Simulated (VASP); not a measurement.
# BeTe (F-43m) in VASP: single point with PBEsol

Aim: the single point of BeTe with PBEsol.

Program: VASP 6.6.1. These are calculated values, not measurements. Logs are shortened: lines on timing, memory, paths and dates and some standing lists are left out, and cuts for length are marked.

### Step 1. The cell of the first run

Symmetry: F-43m, No. 216, cubic system. Conventional cell: a = 5.540 Å, b = 5.540 Å, c = 5.540 Å, α = 90.00°, β = 90.00°, γ = 90.00°. Within 3.2 Å of Be (site symmetry -43m) lie 4 Te at 2.40 Å. Te (site symmetry -43m) has 4 Be at 2.40 Å within 3.2 Å.

### Step 2. Single point, PBEsol

The input, INCAR:

```
SYSTEM = BeTe
PREC = Accurate ; ENCUT = 600
EDIFF = 1E-6 ; ISMEAR = 0
SIGMA = 0.01 ; LREAL = .False.
LASPH = .True. ; NELM = 120
ALGO = Normal ; ISIF = 2
LWAVE = .False. ; LCHARG = .True.
GGA = PS ; LELF = .True.
LVHAR = .True. ; NBANDS = 11
GGA_COMPAT = .False.
```

The input, KPOINTS:

```
Automatic mesh
0
Gamma
  4 4 4
  0 0 0
```

The input, POSCAR:

```
BeTe
1.0
    3.9173720000      0.0000000000      0.0000000000
    1.9586860000      3.3925436681      0.0000000000
    1.9586860000      1.1308478894      3.1985208442
Be Te
1 1
Direct
    0.0000000000      0.0000000000      0.0000000000
    0.2500000000      0.2500000000      0.2500000000
```

Potentials or basis: VASP PAW PBE potentials, release 64 (Be, Te).

Command:

```console
cat potpaw_PBE.64/Be/POTCAR potpaw_PBE.64/Te/POTCAR > POTCAR
mpirun -np 1 vasp_std > vasp.out
```

OUTCAR:

```text
SYSTEM = BeTe
   PREC = Accurate
   ENCUT = 600
   EDIFF = 1E-6
   ISMEAR = 0
   LREAL = .False.
   LASPH = .True.
   NELM = 120
   ISIF = 2
   GGA = PS

 ion  position               nearest neighbor table
   1  0.000  0.000  0.000-   2 2.40   2 2.40   2 2.40   2 2.40
   2  0.250  0.250  0.250-   1 2.40   1 2.40   1 2.40   1 2.40

  LATTYP: Found a face centered cubic cell.
 ALAT       =     5.5400006113

  Lattice vectors:

 A1 = (   3.9173720000,   0.0000000000,   0.0000000000)
 A2 = (   1.9586860000,   3.3925436681,   0.0000000000)
 A3 = (   1.9586860000,   1.1308478894,   3.1985208442)

Analysis of symmetry for initial positions (statically):
=====================================================================
 Subroutine PRICEL returns:
 Original cell was already a primitive cell.

 Routine SETGRP: Setting up the symmetry group for a
 face centered cubic supercell.

 Subroutine GETGRP returns: Found 24 space group operations
 (whereof 24 operations were pure point group operations)
 out of a pool of 48 trial point group operations.

The static configuration has the point symmetry T_d .

Analysis of symmetry for dynamics (positions and initial velocities):
=====================================================================
 Subroutine PRICEL returns:
 Original cell was already a primitive cell.

 Routine SETGRP: Setting up the symmetry group for a
 face centered cubic supercell.

 Subroutine GETGRP returns: Found 24 space group operations
 (whereof 24 operations were pure point group operations)
 out of a pool of 48 trial point group operations.

The dynamic configuration has the point symmetry T_d .

 Subroutine INISYM returns: Found 24 space group operations
 (whereof 24 operations are pure point group operations),
 and found     1 'primitive' translations

----------------------------------------------------------------------------------------

                                     Primitive cell

  volume of cell :      42.5079

  direct lattice vectors                    reciprocal lattice vectors
     3.917372000  0.000000000  0.000000000     0.255273178 -0.147382038 -0.104214839
     1.958686000  3.392543668  0.000000000     0.000000000  0.294764076 -0.104214839
     1.958686000  1.130847889  3.198520844     0.000000000  0.000000000  0.312644516

  length of vectors
     3.917372000  3.917372000  3.917372000     0.312644516  0.312644516  0.312644516

  position of ions in fractional coordinates (direct lattice)
     0.000000000  0.000000000  0.000000000
     0.250000000  0.250000000  0.250000000

  ion indices of the primitive-cell ions
   primitive index   ion index
                 1           1
                 2           2

----------------------------------------------------------------------------------------

 KPOINTS: Automatic mesh

Automatic generation of k-mesh.
 Grid dimensions read from file:
 generate k-points for:    4    4    4

 Generating k-lattice:

  Cartesian coordinates                     Fractional coordinates (reciprocal lattice)
     0.063818295 -0.036845510 -0.026053710     0.250000000  0.000000000  0.000000000
     0.000000000  0.073691019 -0.026053710     0.000000000  0.250000000  0.000000000
     0.000000000  0.000000000  0.078161129     0.000000000  0.000000000  0.250000000

  Length of vectors
     0.078161129  0.078161129  0.078161129

  Shift w.r.t. Gamma in fractional coordinates (k-lattice)
     0.000000000  0.000000000  0.000000000

 Subroutine IBZKPT returns following result:
 ===========================================

 Found      8 irreducible k-points:

 Following reciprocal coordinates:
            Coordinates               Weight
  0.000000  0.000000  0.000000      1.000000
  0.250000  0.000000 -0.000000      8.000000
  0.500000  0.000000 -0.000000      4.000000
  0.250000  0.250000  0.000000      6.000000
  0.500000  0.250000 -0.000000     24.000000
 -0.250000  0.250000  0.000000     12.000000
  0.500000  0.500000  0.000000      3.000000
 -0.250000  0.500000  0.250000      6.000000
   k-points           NKPTS =      8   k-points in BZ     NKDIM =      8   number of bands    NBANDS=     11
   number of dos      NEDOS =    301   number of ions     NIONS =      2
   total plane-waves  NPLWV =  32768
   dimension x,y,z NGX =    32 NGY =   32 NGZ =   32
   dimension x,y,z NGXF=    64 NGYF=   64 NGZF=   64
   ions per type =               1   1
   NGX,Y,Z   is equivalent  to a cutoff of  13.58, 13.58, 13.58 a.u.
   NGXF,Y,Z  is equivalent  to a cutoff of  27.16, 27.16, 27.16 a.u.
 SYSTEM =  BeTe
   PREC   = accura    normal or accurate (medium, high low for compatibility)
   ISTART =      0    job   : 0-new  1-cont  2-samecut
   ICHARG =      2    charge: 1-file 2-atom 10-const
   ISPIN  =      1    spin polarized calculation?
   LNONCOLLINEAR =      F non collinear calculations
   LSORBIT =      F    spin-orbit coupling
   LASPH  =      T    aspherical Exc in radial PAW
   ENCUT  =  600.0 eV  44.10 Ry    6.64 a.u.   7.82  7.82  7.82*2*pi/ulx,y,z
   NELM   =    120;   NELMIN=  2; NELMDL= -5     # of ELM steps
   EDIFF  = 0.1E-05   stopping-criterion for ELM
   LREAL  =      F    real-space projection
   EDIFFG = 0.1E-04   stopping-criterion for IOM
   NSW    =      0    number of steps for IOM
   IBRION =     -1    ionic relax: 0-MD 1-quasi-New 2-CG
   NFREE  =      0    steps in history (QN), initial steepest desc. (CG)
   ISIF   =      2    stress and relaxation
   ISYM   =      2    0-nonsym 1-usesym 2-fastsym
   POTIM  = 0.5000    time-step for ionic-motion
   TEBEG  =    0.0;   TEEND  =   0.0 temperature during run
   PSTRESS=    0.0 pullay stress
   NELECT =       8.0000    total number of electrons
   NUPDOWN=      -1.0000    fix difference up-down
   EMIN   =  10.00;   EMAX   =-10.00  energy-range for DOS
   EFERMI =   0.00;   METHOD = LEGACY
   ISMEAR =     0;   SIGMA  =   0.01  broadening in eV -4-tet -1-fermi 0-gaus
   EFERMI_NEDOS =   21; number of points for ismear=-14 and -15
   IALGO  =     38    algorithm
   IMIX   =      4    mixing-type and parameters
     AMIX     =   0.40;   BMIX     =  1.00
     AMIX_MAG =   1.60;   BMIX_MAG =  1.00
  volume/ion in A,a.u.               =      21.25       143.43
  Fermi-wavevector in a.u.,A,eV,Ry     =   0.938170  1.772885 11.975351  0.880164
  Thomas-Fermi vector in A             =   2.065355
   LORBIT       =      0    0 simple, 1 ext, 2 COOP (PROOUT), +10 PAW based schemes
   GGA     = PS    functional components
   LHFCALC =     F    Hartree Fock is set to
   AEXX    =    0.0000 exact exchange contribution
   IVDW    =     0    specifies the selected vdW correction
   LEPSILON=     F    determine dielectric tensor
   LRPA    =     F    only Hartree local field effects (RPA)
 non-spin polarized calculation
 Gauss-broadening in eV      SIGMA  =   0.01
  energy-cutoff  :      600.00
  volume of cell :       42.51
 maximum number of plane-waves:      1428
   NGX = 15   NGY = 15   NGZ = 15

 number of electron       8.0000000 magnetization

 Free energy of the ion-electron system (eV)
  ---------------------------------------------------
  ext. energy  EPLUGINS =         0.00000000
  ---------------------------------------------------
  free energy    TOTEN  =        -8.11465855 eV

  energy without entropy =       -8.11465855  energy(sigma->0) =       -8.11465855

 E-fermi :   5.6952     XC(G=0):  -9.3869

 val. band max:        5.5934026557   @ k =   0.0000   0.0000   0.0000
 cond. band min:       7.3071578989   @ k =   0.5000   0.5000   0.0000
 fundamental gap:      1.7137552431
 Fermi energy:         5.6952281574

 k-point     1 :       0.0000    0.0000    0.0000
  band No.  band energies     occupation
      1      -7.0765      2.00000
      2       5.5934      2.00000
      3       5.5934      2.00000
      4       5.5934      2.00000
      5       9.1334      0.00000
      6       9.1334      0.00000
      7       9.1334      0.00000
      8       9.6848      0.00000
      9      13.8469      0.00000
     10      15.9293      0.00000
     11      15.9293      0.00000

 k-point     2 :       0.2500    0.0000   -0.0000
  band No.  band energies     occupation
      1      -6.4749      2.00000
      2       2.0680      2.00000
      3       4.8586      2.00000
      4       4.8586      2.00000
      5       8.9651      0.00000
      6      10.0525      0.00000
      7      10.0525      0.00000
      8      12.8061      0.00000
      9      14.5842      0.00000
     10      14.6041      0.00000
     11      14.6041      0.00000

 k-point     3 :       0.5000    0.0000   -0.0000
  band No.  band energies     occupation
      1      -5.5953      2.00000
      2      -0.3172      2.00000
      3       4.3704      2.00000
      4       4.3704      2.00000
      5       8.7522      0.00000
      6      10.1105      0.00000
      7      10.1105      0.00000
      8      13.2214      0.00000
      9      16.6433      0.00000
     10      17.2343      0.00000
     11      17.2343      0.00000

 k-point     4 :       0.2500    0.2500    0.0000
  band No.  band energies     occupation
      1      -6.2700      2.00000
      2       2.5749      2.00000
      3       3.7637      2.00000
      4       3.7637      2.00000
      5       8.0476      0.00000
      6       9.9106      0.00000
      7      12.1538      0.00000
      8      12.1538      0.00000
      9      14.5478      0.00000
     10      16.4154      0.00000
     11      16.9240      0.00000

 k-point     5 :       0.5000    0.2500   -0.0000
  band No.  band energies     occupation
      1      -5.3659      2.00000
      2       0.4493      2.00000
      3       2.3775      2.00000
      4       3.4075      2.00000
      5       8.3998      0.00000
      6      11.1008      0.00000
      7      12.2558      0.00000
      8      12.5149      0.00000
      9      16.0978      0.00000
     10      17.5134      0.00000
     11      18.2226      0.00000

 k-point     6 :      -0.2500    0.2500    0.0000
  band No.  band energies     occupation
      1      -5.6839      2.00000
      2       0.9795      2.00000
      3       2.1760      2.00000
      4       4.2854      2.00000
      5       9.2816      0.00000
      6      11.1475      0.00000
      7      11.7931      0.00000
      8      12.3755      0.00000
      9      13.9458      0.00000
     10      15.5664      0.00000
     11      18.1887      0.00000

 k-point     7 :       0.5000    0.5000    0.0000
  band No.  band energies     occupation
      1      -5.0517      2.00000
      2       0.1834      2.00000
      3       2.7381      2.00000
      4       2.7381      2.00000
      5       7.3072      0.00000
      6       8.1204      0.00000
      7      15.6060      0.00000
      8      15.6060      0.00000
      9      17.3819      0.00000
     10      19.0759      0.00000
     11      19.1893      0.00000

 k-point     8 :      -0.2500    0.5000    0.2500
  band No.  band energies     occupation
      1      -5.0100      2.00000
      2       0.7815      2.00000
      3       1.5820      2.00000
      4       2.0970      2.00000
      5      10.7828      0.00000
      6      11.0258      0.00000
      7      11.2001      0.00000
      8      11.9573      0.00000
      9      16.7279      0.00000
     10      17.6321      0.00000
     11      18.6240      0.00000

------------------------ aborting loop because EDIFF is reached ----------------------------------------

  FORCE on cell =-STRESS in cart. coord.  units (eV):
  Direction    XX          YY          ZZ          XY          YZ          ZX
  --------------------------------------------------------------------------------------
  -------------------------------------------------------------------------------------
  Total        0.8136030      0.8136030      0.8136030     -0.0000000      0.0000000     -0.0000000
  in kB       30.6657568     30.6657568     30.6657568     -0.0000000      0.0000000     -0.0000000
  external PRESSURE =      30.6657568 kB  Pullay stress =       0.0000000 kB

 VOLUME and BASIS-vectors are now :
 -----------------------------------------------------------------------------
  energy-cutoff  :      600.00
  volume of cell :       42.51
      direct lattice vectors                 reciprocal lattice vectors
     3.917372000  0.000000000  0.000000000     0.255273178 -0.147382038 -0.104214839
     1.958686000  3.392543668  0.000000000     0.000000000  0.294764076 -0.104214839
     1.958686000  1.130847889  3.198520844     0.000000000  0.000000000  0.312644516

 POSITION                                       TOTAL-FORCE (eV/Angst)
 -----------------------------------------------------------------------------------
      0.00000      0.00000      0.00000        -0.000000     -0.000000     -0.000000
      1.95869      1.13085      0.79963         0.000000      0.000000      0.000000
 -----------------------------------------------------------------------------------
    total drift:                                0.000000      0.000000      0.000000

  FREE ENERGIE OF THE ION-ELECTRON SYSTEM (eV)
  ---------------------------------------------------
  free  energy   TOTEN  =        -8.1146585493 eV

  energy  without entropy=       -8.1146585493  energy(sigma->0) =       -8.11465855
```

Wall time 12 s (1 thread of Intel Xeon 8259CL, shared host); peak memory 0.17 GiB.

What came out:

```
Free energy            : -8.1147 eV
Pressure               : 3.1 GPa
Band gap on the k mesh : 1.71 eV, indirect (least direct gap 3.54 eV)
```

Caveat: the k points lie up to 0.49 Å⁻¹ apart; the PAW data sets were made with another functional, which shifts forces and pressure a little; spin-orbit coupling is left out, which moves the levels of the heavy elements. A k mesh can miss the band edges.
